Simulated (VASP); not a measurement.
KTaO3: single point with PBE

Crystal: KTaO3.

```
K Ta O
1.0
     3.97705   -0.02317   -0.04869
    -0.02317    4.07549   -0.00438
    -0.04869   -0.00438    3.96002
K Ta O
1 1 3
Cartesian
  0.0365 0.0350 -0.0647
  1.9147 2.0973 1.9019
  -0.0361 1.9722 2.0829
  2.0304 2.0175 -0.0336
  1.9122 -0.0500 1.9740
```

This cell differs from its parent crystal: atoms moved at random and the cell strained at random.

- Program: VASP 6.6.1
- Task: single point
- Functional: PBE
- Potentials or basis: VASP PAW PBE potentials, release 64 (K_sv, Ta_pv, O)
- Cutoff: 520 eV
- k mesh: 8 × 8 × 8
- Occupations: gaussian, width 0.05 eV
- Spin: no spin polarisation
- Dipole correction: no
- Further INCAR settings: ALGO = Normal; EDIFF = 1e-07; NBANDS = 27

- Pressure: 4.6 GPa
- Largest force: 0.628 eV/Å
- Band gap on the k mesh: 2.28 eV, indirect (least direct gap 3.04 eV)

Forces in eV/Å, atoms in the order of the input:
```
K   -0.235 -0.047  0.193
Ta   0.226  0.016  0.199
O   -0.058  0.158 -0.605
O   -0.164 -0.090  0.479
O    0.231 -0.037 -0.266
```

Stress tensor (GPa, compression positive):
```
 4.72  1.04  2.29
 1.04  1.04 -0.17
 2.29 -0.17  8.14
```

Levels at points of the mesh, in eV from the valence-band top:
| k point | band 16 | band 17 | band 18 | band 19 | band 20 | band 21 | band 22 | band 23 |
| --- | --- | --- | --- | --- | --- | --- | --- | --- |
| (0.00, 0.00, 0.00) | -1.11 | -0.95 | -0.84 | -0.76 | 2.28 | 2.57 | 2.83 | 6.30 |
| (0.50, 0.00, 0.00) | -2.11 | -1.55 | -1.10 | -0.96 | 2.62 | 4.80 | 5.07 | 6.62 |
| (0.00, 0.50, 0.00) | -2.15 | -1.50 | -1.02 | -0.94 | 2.76 | 4.82 | 4.89 | 7.01 |
| (0.50, 0.50, 0.00) | -1.60 | -1.58 | -1.52 | -0.10 | 4.83 | 4.98 | 6.08 | 7.75 |
| (0.00, 0.00, 0.50) | -2.05 | -1.52 | -1.10 | -0.92 | 2.70 | 5.11 | 5.21 | 6.64 |
| (0.50, 0.00, 0.50) | -1.68 | -1.37 | -1.33 | -0.03 | 4.96 | 5.21 | 6.22 | 7.02 |
| (0.00, 0.50, 0.50) | -1.53 | -1.46 | -1.42 | -0.12 | 4.89 | 5.23 | 6.20 | 7.66 |
| (0.50, 0.50, 0.50) | -3.70 | -0.09 | -0.06 | 0.00 | 6.06 | 6.32 | 6.35 | 8.77 |

It took 12 min on 1 thread of AMD EPYC 7R13, on a shared host, peak memory 0.47 GiB.

Caveat: the cell differs from its parent crystal (atoms moved at random and the cell strained at random); spin-orbit coupling is left out, which moves the levels of the heavy elements. A k mesh can miss the band edges.
